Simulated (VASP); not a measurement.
# SnO2 in VASP: notebook

The runs below take SnO2 through single point, with PBE, LDA.

All numbers are computed with VASP 6.6.1; they aren't measurements. Logs are shortened: lines on timing, memory, paths and dates and some standing lists are left out, and cuts for length are marked.

## (1) The cell of the first run

Symmetry: P2_1/c, No. 14, monoclinic system. Conventional cell: a = 5.175 Å, b = 5.175 Å, c = 5.175 Å, α = 90.00°, β = 90.57°, γ = 90.00°. Within 2.8 Å of Sn (site symmetry -1) lie 6 O at 2.11 to 2.12 Å. Sn (site symmetry -1) has 6 O at 2.11 to 2.12 Å within 2.8 Å. Within 2.8 Å of O (site symmetry 1) lie 3 Sn at 2.11 to 2.12 Å and 6 O at 2.74 to 2.76 Å. O (site symmetry 1) has 3 Sn at 2.11 to 2.12 Å and 6 O at 2.74 to 2.76 Å within 2.8 Å.

## (2) Single point, PBE

INCAR reads:

```
PREC     = Accurate       # precision mode
ENCUT    = 520            # plane-wave cutoff, eV
EDIFF    = 1E-6           # SCF threshold, eV
ISMEAR   = -1             # smearing method
SIGMA    = 0.05           # smearing width, eV
LREAL    = F              # projectors in reciprocal space
LASPH    = T              # aspherical terms in the spheres
NELM     = 60             # most SCF steps
ALGO     = Normal         # electronic algorithm
ISIF     = 2              # what is computed and relaxed
LWAVE    = F              # write WAVECAR
LCHARG   = T              # write CHGCAR
GGA      = PE             # functional
LELF     = T              # ELF
LVHAR    = T            
NBANDS   = 64             # bands
```

KPOINTS reads:

```
regular mesh
0
Gamma
  4 4 4
```

POSCAR reads:

```
SnO2
1.0
    5.1752560000      0.0258762800      0.0000000000
    0.0258762800      5.1752560000      0.0000000000
    0.0000000000      0.0000000000      5.1752560000
Sn O
4 8
Direct
    0.0000000000      0.0000000000      0.0000000000
    0.5000000000      0.0000000000      0.5000000000
    0.5000000000      0.5000000000      0.0000000000
    0.0000000000      0.5000000000      0.5000000000
    0.6612777992      0.8387733968      0.1609683825
    0.8387222008      0.1612266032      0.6609683825
    0.1606930028      0.6607306521      0.8389944009
    0.3393069972      0.3392693479      0.3389944009
    0.6606930028      0.6607306521      0.6610055991
    0.8393069972      0.3392693479      0.1610055991
    0.1612777992      0.8387733968      0.3390316175
    0.3387222008      0.1612266032      0.8390316175
```

Potentials or basis: VASP PAW PBE potentials, release 64 (Sn_d, O).

The run is started by

```
$ cat potpaw_PBE.64/Sn_d/POTCAR potpaw_PBE.64/O/POTCAR > POTCAR
$ mpirun -np 1 vasp_std > vasp.out
```

OUTCAR:

```text
PREC = Accurate
   ENCUT = 520
   EDIFF = 1E-6
   ISMEAR = -1
   LREAL = F
   LASPH = T
   NELM = 60
   ISIF = 2
   GGA = PE

 ion  position               nearest neighbor table
   1  0.000  0.000  0.000-   7 2.11  10 2.11   6 2.11  11 2.11   5 2.12  12 2.12   3 3.64   3 3.64
                             2 3.66   4 3.66   2 3.66   4 3.66   4 3.66   2 3.66   4 3.66   2 3.66
   2  0.500  0.000  0.500-   8 2.11   9 2.11   5 2.11  12 2.11  11 2.12   6 2.12   4 3.64   4 3.64
                             1 3.66   3 3.66   3 3.66   1 3.66   3 3.66   1 3.66   3 3.66   1 3.66
   3  0.500  0.500  0.000-   7 2.11  10 2.11   9 2.12   8 2.12   5 2.12  12 2.12   1 3.64   1 3.64
                             2 3.66   4 3.66   2 3.66   2 3.66   2 3.66   4 3.66   4 3.66   4 3.66
   4  0.000  0.500  0.500-   8 2.11   9 2.11   7 2.12  10 2.12   6 2.12  11 2.12   2 3.64   2 3.64
                             1 3.66   3 3.66   1 3.66   1 3.66   1 3.66   3 3.66   3 3.66   3 3.66
   5  0.661  0.839  0.161-   2 2.11   1 2.12   3 2.12
   6  0.839  0.161  0.661-   1 2.11   2 2.12   4 2.12
   7  0.161  0.661  0.839-   1 2.11   3 2.11   4 2.12
   8  0.339  0.339  0.339-   2 2.11   4 2.11   3 2.12
   9  0.661  0.661  0.661-   2 2.11   4 2.11   3 2.12
  10  0.839  0.339  0.161-   1 2.11   3 2.11   4 2.12
  11  0.161  0.839  0.339-   1 2.11   2 2.12   4 2.12
  12  0.339  0.161  0.839-   2 2.11   1 2.12   3 2.12

  LATTYP: Found a base centered orthorhombic cell.
 ALAT       =     7.2823226378
 B/A-ratio  =     1.0100502513
 C/A-ratio  =     0.7106600816

  Lattice vectors:

 A1 = (  -0.0258762800,  -5.1752560000,   0.0000000000)
 A2 = (   5.1752560000,   0.0258762800,   0.0000000000)
 A3 = (   0.0000000000,   0.0000000000,   5.1752560000)

Analysis of symmetry for initial positions (statically):
=====================================================================
 Subroutine PRICEL returns:
 Original cell was already a primitive cell.

 Routine SETGRP: Setting up the symmetry group for a
 base centered orthorhombic supercell.

 Subroutine GETGRP returns: Found  4 space group operations
 (whereof  2 operations were pure point group operations)
 out of a pool of  8 trial point group operations.

The static configuration has the point symmetry S_2 .
 The point group associated with its full space group is C_2h.

Analysis of symmetry for dynamics (positions and initial velocities):
=====================================================================
 Subroutine PRICEL returns:
 Original cell was already a primitive cell.

 Routine SETGRP: Setting up the symmetry group for a
 base centered orthorhombic supercell.

 Subroutine GETGRP returns: Found  4 space group operations
 (whereof  2 operations were pure point group operations)
 out of a pool of  8 trial point group operations.

The dynamic configuration has the point symmetry S_2 .
 The point group associated with its full space group is C_2h.

 Subroutine INISYM returns: Found  4 space group operations
 (whereof  2 operations are pure point group operations),
 and found     1 'primitive' translations

----------------------------------------------------------------------------------------

                                     Primitive cell

  volume of cell :     138.6068

  direct lattice vectors                    reciprocal lattice vectors
     5.175256000  0.025876280  0.000000000     0.193231987 -0.000966160  0.000000000
     0.025876280  5.175256000  0.000000000    -0.000966160  0.193231987  0.000000000
     0.000000000  0.000000000  5.175256000     0.000000000  0.000000000  0.193227156

  length of vectors
     5.175320690  5.175320690  5.175256000     0.193234402  0.193234402  0.193227156

  position of ions in fractional coordinates (direct lattice)
     0.000000000  0.000000000  0.000000000
     0.500000000  0.000000000  0.500000000
     0.500000000  0.500000000  0.000000000
     0.000000000  0.500000000  0.500000000
     0.661277799  0.838773397  0.160968383
     0.838722201  0.161226603  0.660968383
     0.160693003  0.660730652  0.838994401
     0.339306997  0.339269348  0.338994401
     0.660693003  0.660730652  0.661005599
     0.839306997  0.339269348  0.161005599
     0.161277799  0.838773397  0.339031617
     0.338722201  0.161226603  0.839031617

  ion indices of the primitive-cell ions
   primitive index   ion index
                 1           1
                 2           2
                 3           3
                 4           4
                 5           5
                 6           6
                 7           7
                 8           8
                 9           9
                10          10
                11          11
                12          12

----------------------------------------------------------------------------------------

 KPOINTS: regular mesh

Automatic generation of k-mesh.
 Grid dimensions read from file:
 generate k-points for:    4    4    4

 Generating k-lattice:

  Cartesian coordinates                     Fractional coordinates (reciprocal lattice)
     0.048307997 -0.000241540  0.000000000     0.250000000  0.000000000  0.000000000
    -0.000241540  0.048307997  0.000000000     0.000000000  0.250000000  0.000000000
     0.000000000  0.000000000  0.048306789     0.000000000  0.000000000  0.250000000

  Length of vectors
     0.048308601  0.048308601  0.048306789

  Shift w.r.t. Gamma in fractional coordinates (k-lattice)
     0.000000000  0.000000000  0.000000000

 Subroutine IBZKPT returns following result:
 ===========================================

 Found     30 irreducible k-points:

 Following reciprocal coordinates:
            Coordinates               Weight
  0.000000  0.000000  0.000000      1.000000
  0.250000 -0.000000  0.000000      2.000000
  0.000000 -0.250000  0.000000      2.000000
  0.500000 -0.000000  0.000000      1.000000
 -0.000000  0.500000  0.000000      1.000000
  0.250000  0.250000  0.000000      2.000000
[... 16 lines left out ...]
  0.000000 -0.250000  0.500000      2.000000
  0.500000 -0.000000  0.500000      1.000000
 [... further k-points ...]
   k-points           NKPTS =     30   k-points in BZ     NKDIM =     30   number of bands    NBANDS=     64
   number of dos      NEDOS =    301   number of ions     NIONS =     12
   total plane-waves  NPLWV =  64000
   dimension x,y,z NGX =    40 NGY =   40 NGZ =   40
   dimension x,y,z NGXF=    80 NGYF=   80 NGZF=   80
   ions per type =               4   8
   NGX,Y,Z   is equivalent  to a cutoff of  12.85, 12.85, 12.85 a.u.
   NGXF,Y,Z  is equivalent  to a cutoff of  25.70, 25.70, 25.70 a.u.
 SYSTEM =  unknown system
   PREC   = accura    normal or accurate (medium, high low for compatibility)
   ISTART =      0    job   : 0-new  1-cont  2-samecut
   ICHARG =      2    charge: 1-file 2-atom 10-const
   ISPIN  =      1    spin polarized calculation?
   LNONCOLLINEAR =      F non collinear calculations
   LSORBIT =      F    spin-orbit coupling
   LASPH  =      T    aspherical Exc in radial PAW
   ENCUT  =  520.0 eV  38.22 Ry    6.18 a.u.   9.62  9.62  9.62*2*pi/ulx,y,z
   NELM   =     60;   NELMIN=  2; NELMDL= -5     # of ELM steps
   EDIFF  = 0.1E-05   stopping-criterion for ELM
   LREAL  =      F    real-space projection
   EDIFFG = 0.1E-04   stopping-criterion for IOM
   NSW    =      0    number of steps for IOM
   IBRION =     -1    ionic relax: 0-MD 1-quasi-New 2-CG
   NFREE  =      0    steps in history (QN), initial steepest desc. (CG)
   ISIF   =      2    stress and relaxation
   ISYM   =      2    0-nonsym 1-usesym 2-fastsym
   POTIM  = 0.5000    time-step for ionic-motion
   TEBEG  =    0.0;   TEEND  =   0.0 temperature during run
   PSTRESS=    0.0 pullay stress
   NELECT =     104.0000    total number of electrons
   NUPDOWN=      -1.0000    fix difference up-down
   EMIN   =  10.00;   EMAX   =-10.00  energy-range for DOS
   EFERMI =   0.00;   METHOD = LEGACY
   ISMEAR =    -1;   SIGMA  =   0.05  broadening in eV -4-tet -1-fermi 0-gaus
   EFERMI_NEDOS =   21; number of points for ismear=-14 and -15
   IALGO  =     38    algorithm
   IMIX   =      4    mixing-type and parameters
     AMIX     =   0.40;   BMIX     =  1.00
     AMIX_MAG =   1.60;   BMIX_MAG =  1.00
  volume/ion in A,a.u.               =      11.55        77.95
  Fermi-wavevector in a.u.,A,eV,Ry     =   1.487617  2.811188 30.109742  2.213004
  Thomas-Fermi vector in A             =   2.600755
   LORBIT       =      0    0 simple, 1 ext, 2 COOP (PROOUT), +10 PAW based schemes
   GGA     = PE    functional components
   LHFCALC =     F    Hartree Fock is set to
   AEXX    =    0.0000 exact exchange contribution
   IVDW    =     0    specifies the selected vdW correction
   LEPSILON=     F    determine dielectric tensor
   LRPA    =     F    only Hartree local field effects (RPA)
 non-spin polarized calculation
  energy-cutoff  :      520.00
  volume of cell :      138.61
 maximum number of plane-waves:      3751
 NGX is ok and might be reduce to    40
   NGX = 19   NGY = 19   NGZ = 19

 number of electron     103.9999973 magnetization

 Free energy of the ion-electron system (eV)
  ---------------------------------------------------
  ext. energy  EPLUGINS =         0.00000000
  ---------------------------------------------------
  free energy    TOTEN  =       -73.40844777 eV

  energy without entropy =      -73.40805641  energy(sigma->0) =      -73.40825209

 E-fermi :   6.9091     XC(G=0): -11.6230

 val. band max:        6.5657046453   @ k =  -0.0000   0.5000   0.0000
 cond. band min:       7.1099744264   @ k =   0.0000   0.0000   0.0000
 fundamental gap:      0.5442697811
 Fermi energy:         6.9090764911

 k-point     1 :       0.0000    0.0000    0.0000
  band No.  band energies     occupation
      1     -14.2724      2.00000
      2     -14.2522      2.00000
      3     -14.2311      2.00000
      4     -13.5818      2.00000
      5     -13.5802      2.00000
      6     -13.5777      2.00000
[... 56 lines left out ...]
     63      15.2900      0.00000
     64      17.8844      0.00000

 k-point     2 :       0.2500   -0.0000    0.0000
  band No.  band energies     occupation
      1     -14.1988      2.00000
      2     -14.1851      2.00000
      3     -14.1565      2.00000
      4     -13.6630      2.00000
      5     -13.6509      2.00000
      6     -13.6269      2.00000
[... 56 lines left out ...]
     63      15.6358      0.00000
     64      17.1429      0.00000

 k-point     3 :       0.0000   -0.2500    0.0000
  band No.  band energies     occupation
      1     -14.2066      2.00000
      2     -14.1677      2.00000
      3     -14.1661      2.00000
      4     -13.6557      2.00000
      5     -13.6505      2.00000
      6     -13.6336      2.00000
[... 1396 lines left out ...]
     63      16.5067      0.00000
     64      16.5067      0.00000

 k-point    24 :       0.5000   -0.0000    0.5000
  band No.  band energies     occupation
      1     -14.0029      2.00000
      2     -14.0029      2.00000
      3     -13.9738      2.00000
      4     -13.9738      2.00000
      5     -13.7035      2.00000
      6     -13.7035      2.00000
[... 56 lines left out ...]
     63      16.8189      0.00000
     64      16.8189      0.00000

 [... further k-points ...]

------------------------ aborting loop because EDIFF is reached ----------------------------------------

  FORCE on cell =-STRESS in cart. coord.  units (eV):
  Direction    XX          YY          ZZ          XY          YZ          ZX
  --------------------------------------------------------------------------------------
  -------------------------------------------------------------------------------------
  Total       -0.0242840     -0.0113255     -0.0312954     -0.9007594      0.0000000      0.0000000
  in kB       -0.2807024     -0.1309132     -0.3617479    -10.4120133      0.0000000      0.0000000
  external PRESSURE =      -0.2577878 kB  Pullay stress =       0.0000000 kB

 VOLUME and BASIS-vectors are now :
 -----------------------------------------------------------------------------
  energy-cutoff  :      520.00
  volume of cell :      138.61
      direct lattice vectors                 reciprocal lattice vectors
     5.175256000  0.025876280  0.000000000     0.193231987 -0.000966160  0.000000000
     0.025876280  5.175256000  0.000000000    -0.000966160  0.193231987  0.000000000
     0.000000000  0.000000000  5.175256000     0.000000000  0.000000000  0.193227156

 POSITION                                       TOTAL-FORCE (eV/Angst)
 -----------------------------------------------------------------------------------
      0.00000      0.00000      0.00000        -0.000000      0.000000      0.000000
      2.58763      0.01294      2.58763        -0.000000      0.000000      0.000000
      2.60057      2.60057      0.00000        -0.000000      0.000000      0.000000
      0.01294      2.58763      2.58763        -0.000000      0.000000      0.000000
      3.44399      4.35798      0.83305         0.009053      0.006168     -0.009024
      4.34477      0.85609      3.42068        -0.009053     -0.006168     -0.009024
      0.84872      3.42361      4.34201        -0.011020      0.003817     -0.008079
      1.76478      1.76459      1.75438         0.011020     -0.003817     -0.008079
      3.43635      3.43655      3.42087        -0.011020      0.003817      0.008079
      4.35241      1.77752      0.83325         0.011020     -0.003817      0.008079
      0.85636      4.34504      1.75458         0.009053      0.006168      0.009024
      1.75715      0.84315      4.34220        -0.009053     -0.006168      0.009024
 -----------------------------------------------------------------------------------
    total drift:                                0.000000      0.000000     -0.000000

  FREE ENERGIE OF THE ION-ELECTRON SYSTEM (eV)
  ---------------------------------------------------
  free  energy   TOTEN  =       -73.4084477710 eV

  energy  without entropy=      -73.4080564062  energy(sigma->0) =      -73.40825209
```

It took 2 min on 1 thread of Intel Xeon 6975P-C (Granite Rapids), shared host; peak memory 0.34 GiB.

Results:

- Free energy: -73.4084 eV
- Pressure: 0.0 GPa
- Largest force: 0.014 eV/Å
- Band gap on the k mesh: 0.54 eV, indirect (least direct gap 0.59 eV)

Forces in eV/Å, atoms in the order of the input:
```
Sn   0.000  0.000  0.000
Sn   0.000  0.000  0.000
Sn   0.000  0.000  0.000
Sn   0.000  0.000  0.000
O    0.009  0.006 -0.009
O   -0.009 -0.006 -0.009
O   -0.011  0.004 -0.008
O    0.011 -0.004 -0.008
O   -0.011  0.004  0.008
O    0.011 -0.004  0.008
O    0.009  0.006  0.009
O   -0.009 -0.006  0.009
```

Stress tensor (GPa, compression positive):
```
-0.03 -1.04  0.00
-1.04 -0.01  0.00
 0.00  0.00 -0.04
```

Levels at points of the mesh, in eV from the valence-band top:
```tsv
k point	band 48	band 49	band 50	band 51	band 52	band 53	band 54	band 55	band 56	band 57
(0.00, 0.00, 0.00)	-0.74	-0.31	-0.10	-0.08	-0.05	0.54	5.69	5.71	5.73	7.31
(0.50, 0.00, 0.00)	-0.74	-0.46	-0.46	-0.02	-0.02	3.61	3.61	4.83	4.83	7.70
(0.00, 0.50, 0.00)	-0.72	-0.48	-0.44	-0.04	0.00	3.58	3.64	4.81	4.85	7.67
(0.50, 0.50, 0.00)	-1.13	-0.33	-0.33	-0.31	-0.31	4.45	4.45	4.51	4.51	7.73
(0.00, 0.00, 0.50)	-0.74	-0.46	-0.46	-0.02	-0.02	3.61	3.61	4.83	4.83	7.70
(0.50, 0.00, 0.50)	-1.13	-0.34	-0.34	-0.30	-0.30	4.47	4.47	4.50	4.50	7.78
(0.00, 0.50, 0.50)	-1.11	-0.34	-0.34	-0.29	-0.29	4.45	4.45	4.51	4.51	7.74
(0.50, 0.50, 0.50)	-1.18	-0.65	-0.65	-0.60	-0.60	4.94	4.94	4.99	4.99	7.20
```

Caveat: spin-orbit coupling is left out, which moves the levels of the heavy elements.

(Continued in part 2 of 2.)
